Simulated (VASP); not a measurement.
# NiNF3 (Pm-3m) in VASP: single point with PBEsol+U

Aim: the single point of NiNF3 with PBEsol+U.

Everything below comes from runs of VASP 6.6.1. Logs are shortened: lines on timing, memory, paths and dates and some standing lists are left out, and cuts for length are marked.

## 1. The cell of the first run

Symmetry: Pm-3m, No. 221, cubic system. The conventional cell has a = 3.929 Å, b = 3.929 Å, c = 3.929 Å, α = 90.00°, β = 90.00°, γ = 90.00°. Ni (site symmetry m-3m) has 6 F at 1.96 Å within 2.6 Å. N (site symmetry m-3m) has 12 F at 2.78 Å and 8 Ni at 3.40 Å within 3.7 Å. Within 2.6 Å of F (site symmetry 4/mmm) lie 2 Ni at 1.96 Å.

## 2. Single point, PBEsol+U, collinear spin, ferromagnetic start

Input file INCAR:

```
SYSTEM = NiNF3
  PREC = Accurate
  ENCUT = 520
  EDIFF = 1E-6
  ISMEAR = 1
  SIGMA = 0.1
  LREAL = .False.
  LASPH = .True.
  NELM = 150
  ALGO = Normal
  ISIF = 2
  LWAVE = .False.
  LCHARG = .True.
  ISPIN = 2
  MAGMOM = 1.5 0 0 0 0
  LORBIT = 11
  LMAXMIX = 4
  LDAU = .True.
  LDAUTYPE = 2
  LDAUL = 2 -1 -1
  LDAUU = 2 0 0
  LDAUJ = 0 0 0
  LDAUPRINT = 1
  GGA = PS
  LELF = .True.
  LVHAR = .True.
  NBANDS = 30
```

Input file KPOINTS:

```
Automatic mesh
0
Gamma
  7 7 7
  0 0 0
```

Input file POSCAR:

```
NiNF3
1.0
    3.9288370000      0.0000000000      0.0000000000
    0.0000000000      3.9288370000      0.0000000000
    0.0000000000      0.0000000000      3.9288370000
Ni N F
1 1 3
Direct
    0.5000000000      0.5000000000      0.5000000000
    0.0000000000      0.0000000000      0.0000000000
    0.0000000000      0.5000000000      0.5000000000
    0.5000000000      0.5000000000      0.0000000000
    0.5000000000      0.0000000000      0.5000000000
```

Potentials or basis: VASP PAW PBE potentials, release 64 (Ni, N, F).

On the command line:

```console
> cat potpaw_PBE.64/Ni/POTCAR potpaw_PBE.64/N/POTCAR potpaw_PBE.64/F/POTCAR > POTCAR
> mpirun -np 1 vasp_std > vasp.out
```

OUTCAR:

```text
SYSTEM = NiNF3
   PREC = Accurate
   ENCUT = 520
   EDIFF = 1E-6
   ISMEAR = 1
   LREAL = .False.
   LASPH = .True.
   NELM = 150
   ISIF = 2
   ISPIN = 2
   LORBIT = 11
   GGA = PS

 ion  position               nearest neighbor table
   1  0.500  0.500  0.500-   3 1.96   4 1.96   5 1.96   4 1.96   5 1.96   3 1.96
   2  0.000  0.000  0.000-
   3  0.000  0.500  0.500-   1 1.96   1 1.96
   4  0.500  0.500  0.000-   1 1.96   1 1.96
   5  0.500  0.000  0.500-   1 1.96   1 1.96

  LATTYP: Found a simple cubic cell.
 ALAT       =     3.9288370000

  Lattice vectors:

 A1 = (   3.9288370000,   0.0000000000,   0.0000000000)
 A2 = (   0.0000000000,   3.9288370000,   0.0000000000)
 A3 = (   0.0000000000,   0.0000000000,   3.9288370000)

Analysis of symmetry for initial positions (statically):
=====================================================================
 Subroutine PRICEL returns:
 Original cell was already a primitive cell.

 Routine SETGRP: Setting up the symmetry group for a
 simple cubic supercell.

 Subroutine GETGRP returns: Found 48 space group operations
 (whereof 48 operations were pure point group operations)
 out of a pool of 48 trial point group operations.

The static configuration has the point symmetry O_h .

Analysis of symmetry for dynamics (positions and initial velocities):
=====================================================================
 Subroutine PRICEL returns:
 Original cell was already a primitive cell.

 Routine SETGRP: Setting up the symmetry group for a
 simple cubic supercell.

 Subroutine GETGRP returns: Found 48 space group operations
 (whereof 48 operations were pure point group operations)
 out of a pool of 48 trial point group operations.

The dynamic configuration has the point symmetry O_h .

Analysis of structural, dynamic, and magnetic symmetry:
=====================================================================
 Subroutine PRICEL returns:
 Original cell was already a primitive cell.

 Routine SETGRP: Setting up the symmetry group for a
 simple cubic supercell.

 Subroutine GETGRP returns: Found 48 space group operations
 (whereof 48 operations were pure point group operations)
 out of a pool of 48 trial point group operations.

The overall configuration has the point symmetry O_h .

 Subroutine INISYM returns: Found 48 space group operations
 (whereof 48 operations are pure point group operations),
 and found     1 'primitive' translations

----------------------------------------------------------------------------------------

                                     Primitive cell

  volume of cell :      60.6446

  direct lattice vectors                    reciprocal lattice vectors
     3.928837000  0.000000000  0.000000000     0.254528248  0.000000000  0.000000000
     0.000000000  3.928837000  0.000000000     0.000000000  0.254528248  0.000000000
     0.000000000  0.000000000  3.928837000     0.000000000  0.000000000  0.254528248

  length of vectors
     3.928837000  3.928837000  3.928837000     0.254528248  0.254528248  0.254528248

  position of ions in fractional coordinates (direct lattice)
     0.500000000  0.500000000  0.500000000
     0.000000000  0.000000000  0.000000000
     0.000000000  0.500000000  0.500000000
     0.500000000  0.500000000  0.000000000
     0.500000000  0.000000000  0.500000000

  ion indices of the primitive-cell ions
   primitive index   ion index
                 1           1
                 2           2
                 3           3
                 4           4
                 5           5

[... 82 lines left out ...]
   EFERMI_NEDOS =   21; number of points for ismear=-14 and -15
   IALGO  =     38    algorithm
   IMIX   =      4    mixing-type and parameters
     AMIX     =   0.40;   BMIX     =  1.00
     AMIX_MAG =   1.60;   BMIX_MAG =  1.00
  volume/ion in A,a.u.               =      12.13        81.85
  Fermi-wavevector in a.u.,A,eV,Ry     =   1.375873  2.600023 25.756186  1.893026
  Thomas-Fermi vector in A             =   2.501169
   LORBIT       =     11    0 simple, 1 ext, 2 COOP (PROOUT), +10 PAW based schemes
 LDA+U is selected, type is set to LDAUTYPE =  2
   angular momentum for each species LDAUL =     2   -1   -1
   U (eV)           for each species LDAUU =   2.0  0.0  0.0
   J (eV)           for each species LDAUJ =   0.0  0.0  0.0
   GGA     = PS    functional components
   LHFCALC =     F    Hartree Fock is set to
   AEXX    =    0.0000 exact exchange contribution
   IVDW    =     0    specifies the selected vdW correction
   LEPSILON=     F    determine dielectric tensor
   LRPA    =     F    only Hartree local field effects (RPA)
 spin polarized calculation
 Methfessel and Paxton  Order N= 1 SIGMA  =   0.10
  energy-cutoff  :      520.00
  volume of cell :       60.64
 maximum number of plane-waves:      1647
 NGX is ok and might be reduce to    30
   NGX = 15   NGY = 15   NGZ = 15

atom =   1  type =  1  l = 2

 onsite density matrix

spin component  1

  0.9738  0.0000  0.0000 -0.0000  0.0000
  0.0000  0.9738 -0.0000 -0.0000  0.0000
  0.0000 -0.0000  0.9843 -0.0000 -0.0000
 -0.0000 -0.0000 -0.0000  0.9738 -0.0000
  0.0000  0.0000 -0.0000 -0.0000  0.9843

spin component  2

  0.9501  0.0000 -0.0000 -0.0000 -0.0000
  0.0000  0.9501 -0.0000  0.0000 -0.0000
 -0.0000 -0.0000  0.1809 -0.0000 -0.0000
 -0.0000  0.0000 -0.0000  0.9501  0.0000
 -0.0000 -0.0000 -0.0000  0.0000  0.1809

 occupancies and eigenvectors

  o =  0.1809  v =  0.0000  0.0000  0.0000  0.0000  0.0000  0.0000 -0.0000 -0.0003  0.0000  1.0000      0.0000  0.0000  0.0000  0.0000  0.0000  0.0000  0.0000  0.0000  0.0000  0.0000
  o =  0.1809  v =  0.0000  0.0000  0.0000  0.0000  0.0000  0.0000 -0.0000  1.0000  0.0000  0.0003      0.0000  0.0000  0.0000  0.0000  0.0000  0.0000  0.0000  0.0000  0.0000  0.0000
  o =  0.9501  v =  0.0000  0.0000  0.0000  0.0000  0.0000  0.0000  0.0774 -0.0000  0.9970 -0.0000      0.0000  0.0000  0.0000  0.0000  0.0000  0.0000  0.0000  0.0000  0.0000  0.0000
  o =  0.9501  v =  0.0000  0.0000  0.0000  0.0000  0.0000  0.0000  0.9970  0.0000 -0.0774 -0.0000      0.0000  0.0000  0.0000  0.0000  0.0000  0.0000  0.0000  0.0000  0.0000  0.0000
  o =  0.9501  v =  0.0000  0.0000  0.0000  0.0000  0.0000  1.0000  0.0000  0.0000  0.0000  0.0000      0.0000  0.0000  0.0000  0.0000  0.0000  0.0000  0.0000  0.0000  0.0000  0.0000
  o =  0.9738  v =  1.0000  0.0000  0.0000  0.0000  0.0000  0.0000  0.0000  0.0000  0.0000  0.0000      0.0000  0.0000  0.0000  0.0000  0.0000  0.0000  0.0000  0.0000  0.0000  0.0000
  o =  0.9738  v =  0.0000  0.0449  0.0000 -0.9990 -0.0000  0.0000  0.0000  0.0000  0.0000  0.0000      0.0000  0.0000  0.0000  0.0000  0.0000  0.0000  0.0000  0.0000  0.0000  0.0000
  o =  0.9738  v =  0.0000  0.9990  0.0000  0.0449  0.0000  0.0000  0.0000  0.0000  0.0000  0.0000      0.0000  0.0000  0.0000  0.0000  0.0000  0.0000  0.0000  0.0000  0.0000  0.0000
  o =  0.9843  v =  0.0000 -0.0000  1.0000  0.0000  0.0006  0.0000  0.0000  0.0000  0.0000  0.0000      0.0000  0.0000  0.0000  0.0000  0.0000  0.0000  0.0000  0.0000  0.0000  0.0000
  o =  0.9843  v =  0.0000  0.0000  0.0006  0.0000 -1.0000  0.0000  0.0000  0.0000  0.0000  0.0000      0.0000  0.0000  0.0000  0.0000  0.0000  0.0000  0.0000  0.0000  0.0000  0.0000

 number of electron      35.9999978 magnetization       1.9417283

 Free energy of the ion-electron system (eV)
  ---------------------------------------------------
  ext. energy  EPLUGINS =         0.00000000
  ---------------------------------------------------
  free energy    TOTEN  =       -18.18749064 eV

  energy without entropy =      -18.18860889  energy(sigma->0) =      -18.18786339

 E-fermi :  -0.1819     XC(G=0): -10.1562

 val. band max:       -0.1833767409   @ k =   0.4286   0.2857   0.1429
 cond. band min:      -0.1705864132   @ k =   0.4286   0.1429   0.0000
 fundamental gap:      0.0127903277
 Fermi energy:        -0.1818526779

 spin component 1

 k-point     1 :       0.0000    0.0000    0.0000
  band No.  band energies     occupation
      1     -22.4450      1.00000
      2     -21.7267      1.00000
      3     -21.7267      1.00000
      4     -12.0547      1.00000
      5      -5.0934      1.00000
      6      -5.0934      1.00000
[... 649 lines left out ...]
     29      16.3952      0.00000
     30      20.6772      0.00000
 Fermi energy:        -0.1818526779

 spin component 2

 k-point     1 :       0.0000    0.0000    0.0000
  band No.  band energies     occupation
      1     -22.2912      1.00000
      2     -21.5110      1.00000
      3     -21.5110      1.00000
      4     -12.0601      1.00000
      5      -4.9052      1.00000
      6      -4.9052      1.00000
[... 649 lines left out ...]
     29      16.3964      0.00000
     30      20.9044      0.00000

------------------------ aborting loop because EDIFF is reached ----------------------------------------

  FORCE on cell =-STRESS in cart. coord.  units (eV):
  Direction    XX          YY          ZZ          XY          YZ          ZX
  --------------------------------------------------------------------------------------
  -------------------------------------------------------------------------------------
  Total       -3.5218636     -3.5218636     -3.5218636     -0.0000000     -0.0000000     -0.0000000
  in kB      -93.0445809    -93.0445809    -93.0445809     -0.0000000     -0.0000000     -0.0000000
  external PRESSURE =     -93.0445809 kB  Pullay stress =       0.0000000 kB

 VOLUME and BASIS-vectors are now :
 -----------------------------------------------------------------------------
  energy-cutoff  :      520.00
  volume of cell :       60.64
      direct lattice vectors                 reciprocal lattice vectors
     3.928837000  0.000000000  0.000000000     0.254528248  0.000000000  0.000000000
     0.000000000  3.928837000  0.000000000     0.000000000  0.254528248  0.000000000
     0.000000000  0.000000000  3.928837000     0.000000000  0.000000000  0.254528248

 POSITION                                       TOTAL-FORCE (eV/Angst)
 -----------------------------------------------------------------------------------
      1.96442      1.96442      1.96442         0.000000      0.000000      0.000000
      0.00000      0.00000      0.00000         0.000000      0.000000      0.000000
      0.00000      1.96442      1.96442         0.000000      0.000000      0.000000
      1.96442      1.96442      0.00000         0.000000      0.000000      0.000000
      1.96442      0.00000      1.96442         0.000000      0.000000      0.000000
 -----------------------------------------------------------------------------------
    total drift:                                0.000000      0.000000     -0.000000

  FREE ENERGIE OF THE ION-ELECTRON SYSTEM (eV)
  ---------------------------------------------------
  free  energy   TOTEN  =       -18.1874906353 eV

  energy  without entropy=      -18.1886088945  energy(sigma->0) =      -18.18786339

 total charge

# of ion       s       p       d       tot
------------------------------------------
    1        0.311   0.428   8.078   8.817
    2        1.403   1.736   0.000   3.139
    3        1.739   4.272   0.000   6.011
    4        1.739   4.272   0.000   6.011
    5        1.739   4.272   0.000   6.011
--------------------------------------------------
tot          6.929  14.980   8.078  29.987

 magnetization (x)

# of ion       s       p       d       tot
------------------------------------------
    1        0.013   0.015   1.678   1.706
    2        0.000  -0.002   0.000  -0.002
    3        0.006   0.070   0.000   0.076
    4        0.006   0.070   0.000   0.076
    5        0.006   0.070   0.000   0.076
--------------------------------------------------
tot          0.031   0.222   1.678   1.930
```

Wall time 4.1 min (1 thread of AMD EPYC 7R13, shared host); peak memory 0.19 GiB.

What came out:

* Free energy: -18.1875 eV
* Pressure: -9.3 GPa
* Net moment: 1.94 μB per cell
* Site moments: Ni +1.71; N -0.00; F +0.08 μB
* Valence electrons inside the program's atomic spheres: Ni 8.82; N 3.14; F 6.01

Eigenvalues of the final occupation matrices:
| site | spin | trace | eigenvalues |
| --- | --- | --- | --- |
| site 1 d | 1 | 4.89 | 0.97 0.97 0.97 0.98 0.98 |
| site 1 d | 2 | 3.21 | 0.18 0.18 0.95 0.95 0.95 |

Caveat: the cell stands under tension; the PAW data sets were made with another functional, which shifts forces and pressure a little; a cell with one magnetic atom can't hold antiferromagnetic order, which such compounds often take. The state reached can hang on the start; a lower one may exist.
